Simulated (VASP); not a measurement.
Crystal: NaHF2.

```xyz
4
Lattice="1.6977 0.9802 4.5692 -1.6977 0.9802 4.5692 0.0000 -1.9604 4.5692" Properties=species:S:1:pos:R:3 pbc="T T T"
Na    0.0000    0.0000    0.0000
H     0.0000    0.0000    6.8539
F     0.0000    0.0000    5.7194
F     0.0000    0.0000    7.9883
```

Program: VASP 6.6.1. Alike in all runs: task single point; no spin polarisation; cell as given; k mesh 4 × 4 × 4; smearing gaussian 0.01 eV.

Problem. Order these runs on this cell by their band gap on the k mesh, lowest first.
A. level HSE06; potentials or basis VASP PAW PBE potentials, release 64 (Na_pv, H, F); cutoff (eV) 520; grid for exact exchange (PRECFOCK) Normal; share of exact exchange 0.25; screening parameter 0.2079 1/Å
B. level LDA; potentials or basis VASP PAW LDA potentials, release 64 (Na_pv, H, F); cutoff (eV) 600
C. level r2SCAN; potentials or basis VASP PAW PBE potentials, release 64 (Na_pv, H, F); cutoff (eV) 660

Solution. B (6.74 eV), C (7.89 eV), A (9.28 eV).

Caveats: all runs use coarse meshes.

A k mesh can miss the band edges.
